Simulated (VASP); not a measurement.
Set up this calculation in VASP 6.6.1, as the native input.

```yaml
Task: single point
Functional: revPBE
Potentials_or_basis: VASP PAW PBE potentials, release 64 (Se)
Cutoff: 520 eV
k_mesh: 12 × 12 × 12
Occupations: fermi-dirac, width 0.1 eV
Spin: no spin polarisation
Dipole_correction: no
Further_INCAR_settings: ALGO = Normal; EDIFF = 1e-06; NBANDS = 9
```

The structure of Se lies in POSCAR:

```
Se
1.0
    2.7703168442      0.0000000000      0.0000000000
    0.0000000000      2.7703168442      0.0000000000
    0.0000000000      0.0000000000      2.7703168442
Se
1
Direct
    0.0000000000      0.0000000000      0.0000000000
```

This cell differs from its parent crystal: volume scaled by 0.92.

The input as run:

INCAR

```
SYSTEM = Se
PREC     = Accurate       ! precision mode
ENCUT    = 520            ! plane-wave cutoff, eV
EDIFF    = 1E-6           ! SCF threshold, eV
ISMEAR   = -1             ! smearing method
SIGMA    = 0.1            ! smearing width, eV
LREAL    = .FALSE.        ! projectors in reciprocal space
LASPH    = .TRUE.         ! aspherical terms in the spheres
NELM     = 60             ! most SCF steps
ALGO     = Normal         ! electronic algorithm
ISIF     = 2              ! what is computed and relaxed
LWAVE    = .FALSE.        ! write WAVECAR
LCHARG   = .FALSE.        ! write CHGCAR
GGA      = RE             ! functional
NBANDS   = 9              ! bands
```

KPOINTS

```
Automatic mesh
0
G
  12 12 12
  0 0 0
```

Potentials or basis: VASP PAW PBE potentials, release 64 (Se).

Launch:

```sh
$ cat potpaw_PBE.64/Se/POTCAR > POTCAR
$ mpirun -np 1 vasp_std > vasp.out
```

Results of the run:

```yaml
Pressure: 6.8 GPa
Band_gap_on_the_k_mesh: zero (band 3 reaches 8.59 eV, above the bottom of band 4 at 1.95 eV)
```

Caveat: the PAW data sets were made with another functional, which shifts forces and pressure a little.

Wall time 14 s on 1 thread of Intel Xeon 8259CL, with other jobs on the host, peak memory 0.14 GiB.
